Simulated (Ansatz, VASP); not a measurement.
Two plane-wave programs on SrO

```
Sr O
1.0
     0.00000    2.57989    2.57989
     2.57989    0.00000    2.57989
     2.57989    2.57989    0.00000
Sr O
1 1
Direct
  0.00000 0.00000 0.00000
  0.50000 0.50000 0.50000
```

Alike in both runs: task single point; functional r2SCAN50; k mesh 4 × 4 × 4; no spin polarisation.

|  | VASP | Ansatz |
| --- | --- | --- |
| version | VASP 6.6.1 | Ansatz 0.2.0 |
| potentials or method | VASP PAW PBE potentials, release 64 (Sr_sv, O) | plane waves |
| plane-wave cutoff (eV) | 520 | 500 |
| occupations | gaussian, width 0.01 eV | fixed |
| valence electrons in the cell | 16 | 16 |

|  | VASP | Ansatz | Ansatz less VASP |
| --- | --- | --- | --- |
| gap on the k mesh at the Fermi level (eV) | 7.97 | 7.97 | +0.007 |
| pressure (GPa) | -2.3 | -2.6 | -0.28 |

VASP's potentials were made for PBE, not for r2SCAN50. Ansatz's warnings: stress exchange threshold loose, stress scf threshold loose.

The k mesh is coarse, so the values compare programs but aren't converged.
